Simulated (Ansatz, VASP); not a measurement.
LiCl: VASP beside Ansatz

File POSCAR:

```
LiCl
1.0
    0.0000000000      2.5560369945      2.5560369945
    2.5716288201      0.0000000000      2.5560369945
    2.5716288201      2.5560369945      0.0000000000
Li Cl
1 1
Direct
    0.0000000000      0.0000000000      0.0000000000
    0.5000000000      0.5000000000      0.5000000000
```

Contents of INCAR.step1:

```
ALGO = Normal ; EDIFF = 1E-4
ENCUT = 520 ; GGA = PE
ISMEAR = 0 ; LASPH = T
LCHARG = F ; LREAL = F
LWAVE = T ; NBANDS = 12
NELM = 60 ; PREC = Accurate
SIGMA = 0.01
```

INCAR.step2

```
ALGO = Normal ; EDIFF = 1E-6
ENCUT = 520 ; ISIF = 2
ISMEAR = 0 ; ISTART = 1
LASPH = T ; LCHARG = F
LMIXTAU = T ; LREAL = F
LWAVE = F ; METAGGA = R2SCAN
NBANDS = 12 ; NELM = 60
PREC = Accurate ; SIGMA = 0.01
```

Contents of KPOINTS:

```
k-points
0
Gamma
  8 8 8
```

Input for Ansatz:

```yaml
crystal:
  lattice:
    - [0.0, 2.5560369945, 2.5560369945]
    - [2.5716288201, 0.0, 2.5560369945]
    - [2.5716288201, 2.5560369945, 0.0]
  atoms:
    - { symbol: Li, position: [0.0, 0.0, 0.0] }
    - { symbol: Cl, position: [0.5, 0.5, 0.5] }
kpoints:
  mp_grid: { grid: [8, 8, 8] }
  band_path:
    path:
      - [0.0, 0.0, 0.0]
      - [0.5, 0.0, 0.5]
      - [0.625, 0.25, 0.625]
      - [0.375, 0.375, 0.75]
      - [0.5, 0.5, 0.5]
      - [0.5, 0.25, 0.75]
    npoints: 1
hamiltonian:
  xc: r2scan
scf:
  occupations: { method: fixed }
  n_extra_bands: 4
output:
  forces: true
  stress: true
  eigenvalues: true
```

Change from the starting cell: uniaxial_x strain +0.6%.

Alike in both runs: task single point; functional r2SCAN; k mesh 8 × 8 × 8; no spin polarisation.

|  | VASP | Ansatz |
| --- | --- | --- |
| version | VASP 6.6.1 | Ansatz 0.2.0 |
| potentials or method | VASP PAW PBE potentials, release 64 (Li_sv, Cl) | plane waves, PAW |
| plane-wave cutoff (eV) | 520 | 500 |
| occupations | gaussian, width 0.01 eV | fixed |
| valence electrons in the cell | 10 | 10 |

Ansatz gave:

| Item | Value |
| --- | --- |
| gap on the k mesh at the Fermi level (eV) | 7.24 |

Estimate VASP's values.

gap on the k mesh at the Fermi level (eV): 7.31.

VASP's potentials were made for PBE, not for r2SCAN.

Noted on VASP's run: the cutoff is short for stress, so the pressure is rough.
